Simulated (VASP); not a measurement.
# Cu (R-3m) in VASP: single point with LDA

Aim: the single point of Cu with LDA.

Everything below comes from runs of VASP 6.6.1. Logs are shortened: lines on timing, memory, paths and dates and some standing lists are left out, and cuts for length are marked.

**1. The cell of the first run**

Symmetry: R-3m, No. 166, trigonal system. Conventional cell: a = 2.379 Å, b = 2.379 Å, c = 6.429 Å, α = 90.00°, β = 90.00°, γ = 120.00°. Cu (site symmetry -3m) has 12 Cu at 2.38 to 2.55 Å within 3.1 Å.

**2. Single point, LDA**

Input file INCAR:

```
ALGO = Fast
EDIFF = 1E-6
ENCUT = 520
ISIF = 2
ISMEAR = 0
LASPH = T
LCHARG = F
LREAL = F
LWAVE = F
NBANDS = 24
NELM = 100
PREC = Accurate
SIGMA = 0.1
```

Input file KPOINTS:

```
k-points
0
Gamma
  9 9 16
```

Input file POSCAR:

```
Cu
1.0
    4.1210459609      0.0000000000      0.0000000000
   -2.0605229805      3.5689304923      0.0000000000
   -1.3736819870      0.0000000000      2.1428887679
Cu
3
Direct
    0.3333333333      0.6666666667      0.0000000000
    0.0000000000      0.0000000000      0.0000000000
    0.6666666667      0.3333333333      0.0000000000
```

Potentials or basis: VASP PAW LDA potentials, release 64 (Cu).

Command:

```
> cat potpaw_LDA.64/Cu/POTCAR > POTCAR
> mpirun -np 1 vasp_std > vasp.out
```

OUTCAR:

```text
EDIFF = 1E-6
   ENCUT = 520
   ISIF = 2
   ISMEAR = 0
   LASPH = T
   LREAL = F
   NELM = 100
   PREC = Accurate

 ion  position               nearest neighbor table
   1  0.333  0.667  0.000-   3 2.38   3 2.38   2 2.38   2 2.38   2 2.38   3 2.38   2 2.55   2 2.55
                             3 2.55   3 2.55
   2  0.000  0.000  0.000-   1 2.38   3 2.38   3 2.38   1 2.38   3 2.38   1 2.38   1 2.55   3 2.55
                             3 2.55   1 2.55
   3  0.667  0.333  0.000-   1 2.38   1 2.38   2 2.38   2 2.38   2 2.38   1 2.38   2 2.55   1 2.55
                             2 2.55   1 2.55

  LATTYP: Found a base centered monoclinic cell.
 ALAT       =     4.1210459609
 B/A-ratio  =     1.7320508076
 C/A-ratio  =     0.6176545945
 COS(beta)  =    -0.5396759553

  Lattice vectors:

 A1 = (   2.0605229805,  -3.5689304923,   0.0000000000)
 A2 = (   2.0605229804,   3.5689304923,   0.0000000000)
 A3 = (  -1.3736819870,   0.0000000000,   2.1428887679)

Analysis of symmetry for initial positions (statically):
=====================================================================
 Subroutine PRICEL returns following result:

  LATTYP: Found a trigonal (rhomboedric) cell.
 ALAT       =     2.5453829717
 COS(alpha) =     0.5631247949

  Lattice vectors:

 A1 = (   0.6868409930,   1.1896434977,   2.1428887679)
 A2 = (  -1.3736819870,   0.0000000000,   2.1428887679)
 A3 = (   0.6868409933,  -1.1896434973,   2.1428887679)

   3 primitive cells build up your supercell.

 Routine SETGRP: Setting up the symmetry group for a
 base centered monoclinic supercell.

 Subroutine GETGRP returns: Found  4 space group operations
 (whereof  4 operations were pure point group operations)
 out of a pool of  4 trial point group operations.

The static configuration has the point symmetry C_2h.

Analysis of symmetry for dynamics (positions and initial velocities):
=====================================================================
 Subroutine PRICEL returns following result:

  LATTYP: Found a trigonal (rhomboedric) cell.
 ALAT       =     2.5453829717
 COS(alpha) =     0.5631247949

  Lattice vectors:

 A1 = (   0.6868409930,   1.1896434977,   2.1428887679)
 A2 = (  -1.3736819870,   0.0000000000,   2.1428887679)
 A3 = (   0.6868409933,  -1.1896434973,   2.1428887679)

   3 primitive cells build up your supercell.

 Routine SETGRP: Setting up the symmetry group for a
 base centered monoclinic supercell.

 Subroutine GETGRP returns: Found  4 space group operations
 (whereof  4 operations were pure point group operations)
 out of a pool of  4 trial point group operations.

The dynamic configuration has the point symmetry C_2h.

 Subroutine INISYM returns: Found  4 space group operations
 (whereof  4 operations are pure point group operations),
 and found     3 'primitive' translations

----------------------------------------------------------------------------------------

                                     Primitive cell

  volume of cell :      10.5057

  direct lattice vectors                    reciprocal lattice vectors
     0.686840993  1.189643498  2.142888768     0.242656842  0.420293980  0.155553260
    -1.373681987  0.000000000  2.142888768    -0.485313685 -0.000000000  0.155553260
     0.686840993 -1.189643497  2.142888768     0.242656842 -0.420293980  0.155553260

  length of vectors
     2.545382972  2.545382972  2.545382972     0.509633387  0.509633387  0.509633387

  position of ions in fractional coordinates (direct lattice)
     0.000000000  0.000000000  1.000000000

  ion indices of the primitive-cell ions
   primitive index   ion index
                 1           1

----------------------------------------------------------------------------------------

 KPOINTS: k-points

Automatic generation of k-mesh.
 Grid dimensions read from file:
 generate k-points for:    9    9   16

 Generating k-lattice:

  Cartesian coordinates                     Fractional coordinates (reciprocal lattice)
     0.026961871  0.015566444  0.017283696     0.111111111  0.000000000 -0.000000000
     0.000000000  0.031132887  0.000000000     0.000000000  0.111111111  0.000000000
     0.000000000  0.000000000  0.029166236     0.000000000  0.000000000  0.062500000

  Length of vectors
     0.035608746  0.031132887  0.029166236

  Shift w.r.t. Gamma in fractional coordinates (k-lattice)
     0.000000000  0.000000000  0.000000000

 Subroutine IBZKPT returns following result:
 ===========================================

 Found    365 irreducible k-points:

 Following reciprocal coordinates:
            Coordinates               Weight
  0.000000  0.000000  0.000000      1.000000
  0.111111 -0.000000 -0.000000      4.000000
  0.222222 -0.000000  0.000000      4.000000
  0.333333 -0.000000 -0.000000      4.000000
  0.444444 -0.000000  0.000000      4.000000
  0.000000  0.111111  0.000000      2.000000
[... 16 lines left out ...]
  0.333333  0.333333 -0.000000      2.000000
  0.000000  0.444444  0.000000      2.000000
 [... further k-points ...]
   k-points           NKPTS =    365   k-points in BZ     NKDIM =    365   number of bands    NBANDS=     24
   number of dos      NEDOS =    301   number of ions     NIONS =      3
   total plane-waves  NPLWV =  20480
   dimension x,y,z NGX =    32 NGY =   32 NGZ =   20
   dimension x,y,z NGXF=    64 NGYF=   64 NGZF=   40
   ions per type =               3
   NGX,Y,Z   is equivalent  to a cutoff of  12.91, 12.91, 13.06 a.u.
   NGXF,Y,Z  is equivalent  to a cutoff of  25.82, 25.82, 26.13 a.u.
 SYSTEM =  unknown system
   PREC   = accura    normal or accurate (medium, high low for compatibility)
   ISTART =      0    job   : 0-new  1-cont  2-samecut
   ICHARG =      2    charge: 1-file 2-atom 10-const
   ISPIN  =      1    spin polarized calculation?
   LNONCOLLINEAR =      F non collinear calculations
   LSORBIT =      F    spin-orbit coupling
   LASPH  =      T    aspherical Exc in radial PAW
   ENCUT  =  520.0 eV  38.22 Ry    6.18 a.u.   7.66  7.66  4.73*2*pi/ulx,y,z
   NELM   =    100;   NELMIN=  2; NELMDL= -5     # of ELM steps
   EDIFF  = 0.1E-05   stopping-criterion for ELM
   LREAL  =      F    real-space projection
   EDIFFG = 0.1E-04   stopping-criterion for IOM
   NSW    =      0    number of steps for IOM
   IBRION =     -1    ionic relax: 0-MD 1-quasi-New 2-CG
   NFREE  =      0    steps in history (QN), initial steepest desc. (CG)
   ISIF   =      2    stress and relaxation
   ISYM   =      2    0-nonsym 1-usesym 2-fastsym
   POTIM  = 0.5000    time-step for ionic-motion
   TEBEG  =    0.0;   TEEND  =   0.0 temperature during run
   PSTRESS=    0.0 pullay stress
   NELECT =      33.0000    total number of electrons
   NUPDOWN=      -1.0000    fix difference up-down
   EMIN   =  10.00;   EMAX   =-10.00  energy-range for DOS
   EFERMI =   0.00;   METHOD = LEGACY
   ISMEAR =     0;   SIGMA  =   0.10  broadening in eV -4-tet -1-fermi 0-gaus
   EFERMI_NEDOS =   21; number of points for ismear=-14 and -15
   IALGO  =     68    algorithm
   IMIX   =      4    mixing-type and parameters
     AMIX     =   0.40;   BMIX     =  1.00
     AMIX_MAG =   1.60;   BMIX_MAG =  1.00
  volume/ion in A,a.u.               =      10.51        70.90
  Fermi-wavevector in a.u.,A,eV,Ry     =   1.662383  3.141448 37.599934  2.763517
  Thomas-Fermi vector in A             =   2.749283
   LORBIT       =      0    0 simple, 1 ext, 2 COOP (PROOUT), +10 PAW based schemes
   GGA     = CA    functional components
   LHFCALC =     F    Hartree Fock is set to
   AEXX    =    0.0000 exact exchange contribution
   IVDW    =     0    specifies the selected vdW correction
   LEPSILON=     F    determine dielectric tensor
   LRPA    =     F    only Hartree local field effects (RPA)
 non-spin polarized calculation
 RMM-DIIS sequential band-by-band and
 Gauss-broadening in eV      SIGMA  =   0.10
  energy-cutoff  :      520.00
  volume of cell :       31.52
 maximum number of plane-waves:       874
   NGX = 15   NGY = 15   NGZ =  9

 number of electron      32.9999995 magnetization

 Free energy of the ion-electron system (eV)
  ---------------------------------------------------
  ext. energy  EPLUGINS =         0.00000000
  ---------------------------------------------------
  free energy    TOTEN  =       -13.93902567 eV

  energy without entropy =      -13.93554309  energy(sigma->0) =      -13.93728438

 E-fermi :   8.9468     XC(G=0): -13.7933

 val. band max:        8.9463689583   @ k =   0.4444  -0.3333   0.2500
 cond. band min:       8.9478011368   @ k =   0.0000   0.3333   0.2500
 fundamental gap:      0.0014321785
 Fermi energy:         8.9468476799

 k-point     1 :       0.0000    0.0000    0.0000
  band No.  band energies     occupation
      1      -1.3707      2.00000
      2       4.4045      2.00000
      3       4.4045      2.00000
      4       4.5089      2.00000
      5       4.5089      2.00000
      6       5.0314      2.00000
[... 16 lines left out ...]
     23      25.5944      0.00000
     24      25.5944      0.00000

 k-point     2 :       0.1111   -0.0000   -0.0000
  band No.  band energies     occupation
      1      -1.1679      2.00000
      2       4.2093      2.00000
      3       4.2676      2.00000
      4       4.4320      2.00000
      5       4.7097      2.00000
      6       5.0614      2.00000
[... 16 lines left out ...]
     23      24.9357      0.00000
     24      26.6015      0.00000

 k-point     3 :       0.2222   -0.0000    0.0000
  band No.  band energies     occupation
      1      -0.5715      2.00000
      2       3.8116      2.00000
      3       3.9766      2.00000
      4       4.4408      2.00000
      5       4.9918      2.00000
      6       5.0898      2.00000
[... 16 lines left out ...]
     23      24.7198      0.00000
     24      27.7937      0.00000

 k-point     4 :       0.3333   -0.0000   -0.0000
  band No.  band energies     occupation
      1       0.3753      2.00000
      2       3.3917      2.00000
      3       3.5953      2.00000
      4       4.5061      2.00000
      5       4.9728      2.00000
      6       5.0966      2.00000
[... 16 lines left out ...]
     23      27.1475      0.00000
     24      27.8760      0.00000

 k-point     5 :       0.4444   -0.0000    0.0000
  band No.  band energies     occupation
      1       1.5688      2.00000
      2       2.7700      2.00000
      3       3.1528      2.00000
      4       4.6086      2.00000
      5       4.7755      2.00000
      6       5.0368      2.00000
[... 16 lines left out ...]
     23      26.5754      0.00000
     24      27.7340      0.00000

 k-point     6 :       0.0000    0.1111    0.0000
  band No.  band energies     occupation
      1      -1.2147      2.00000
      2       4.0566      2.00000
      3       4.2997      2.00000
      4       4.4251      2.00000
      5       4.8236      2.00000
      6       4.9063      2.00000
[... 16 lines left out ...]
     23      24.0238      0.00000
     24      27.4230      0.00000
[... 379 lines left out ...]
 k-point    21 :       0.1111    0.3333   -0.0000
  band No.  band energies     occupation
      1       0.5893      2.00000
      2       2.6782      2.00000
      3       3.3225      2.00000
      4       3.8487      2.00000
      5       4.9102      2.00000
      6       5.1105      2.00000
[... 16 lines left out ...]
     23      25.5213      0.00000
     24      25.7290      0.00000

 k-point    22 :       0.2222    0.3333    0.0000
  band No.  band energies     occupation
      1       1.4480      2.00000
      2       2.3585      2.00000
      3       3.2174      2.00000
      4       3.9482      2.00000
      5       5.1244      2.00000
      6       5.1608      2.00000
[... 16 lines left out ...]
     23      24.9478      0.00000
     24      27.8531      0.00000

 k-point    23 :       0.3333    0.3333   -0.0000
  band No.  band energies     occupation
      1       2.3328      2.00000
      2       2.3328      2.00000
      3       2.9008      2.00000
      4       4.1489      2.00000
      5       5.1723      2.00000
      6       5.1723      2.00000
[... 16 lines left out ...]
     23      26.6308      0.00000
     24      28.1085      0.00000

 k-point    24 :       0.0000    0.4444    0.0000
  band No.  band energies     occupation
      1       0.9631      2.00000
      2       2.0827      2.00000
      3       3.2529      2.00000
      4       3.7634      2.00000
      5       4.8397      2.00000
      6       5.0006      2.00000
[... 16 lines left out ...]
     23      24.6111      0.00000
     24      26.1961      0.00000

 [... further k-points ...]

------------------------ aborting loop because EDIFF is reached ----------------------------------------

  FORCE on cell =-STRESS in cart. coord.  units (eV):
  Direction    XX          YY          ZZ          XY          YZ          ZX
  --------------------------------------------------------------------------------------
  -------------------------------------------------------------------------------------
  Total        3.7180178      3.7009428     -1.1368595     -0.0000000      0.0000000     -0.0048304
  in kB      189.0065561    188.1385431    -57.7925947     -0.0000000      0.0000000     -0.2455539
  external PRESSURE =     106.4508348 kB  Pullay stress =       0.0000000 kB

 VOLUME and BASIS-vectors are now :
 -----------------------------------------------------------------------------
  energy-cutoff  :      520.00
  volume of cell :       31.52
      direct lattice vectors                 reciprocal lattice vectors
     4.121045961  0.000000000  0.000000000     0.242656842  0.140097993  0.155553260
    -2.060522981  3.568930492  0.000000000     0.000000000  0.280195986  0.000000000
    -1.373681987  0.000000000  2.142888768     0.000000000  0.000000000  0.466659780

 POSITION                                       TOTAL-FORCE (eV/Angst)
 -----------------------------------------------------------------------------------
     -0.00000      2.37929      0.00000        -0.000000     -0.000000     -0.000000
      0.00000      0.00000      0.00000         0.000000     -0.000000     -0.000000
      2.06052      1.18964      0.00000        -0.000000      0.000000      0.000000
 -----------------------------------------------------------------------------------
    total drift:                                0.000000      0.000000     -0.000000

  FREE ENERGIE OF THE ION-ELECTRON SYSTEM (eV)
  ---------------------------------------------------
  free  energy   TOTEN  =       -13.9390256708 eV

  energy  without entropy=      -13.9355430917  energy(sigma->0) =      -13.93728438
```

It took 96 s on 1 thread of Intel Xeon 6975P-C (Granite Rapids), shared host; peak memory 0.3 GiB.

What came out:

```yaml
Free_energy: -13.9390 eV
Pressure: 10.6 GPa
Band_gap_on_the_k_mesh: zero (an odd number of electrons rules out a gap without spin polarisation)
```

Levels at points of the mesh, in eV from the Fermi level:
```csv
k point,band 12,band 13,band 14,band 15,band 16,band 17,band 18,band 19,band 20,band 21
"(0.00, 0.00, 0.00)",-2.79,-2.43,-2.43,-2.11,-2.11,4.27,4.27,6.64,6.64,9.55
"(0.00, 0.00, 0.50)",-2.26,-1.95,-1.95,-1.88,-1.88,2.93,4.41,4.41,5.91,5.91
```

Caveat: the cell stands under pressure.
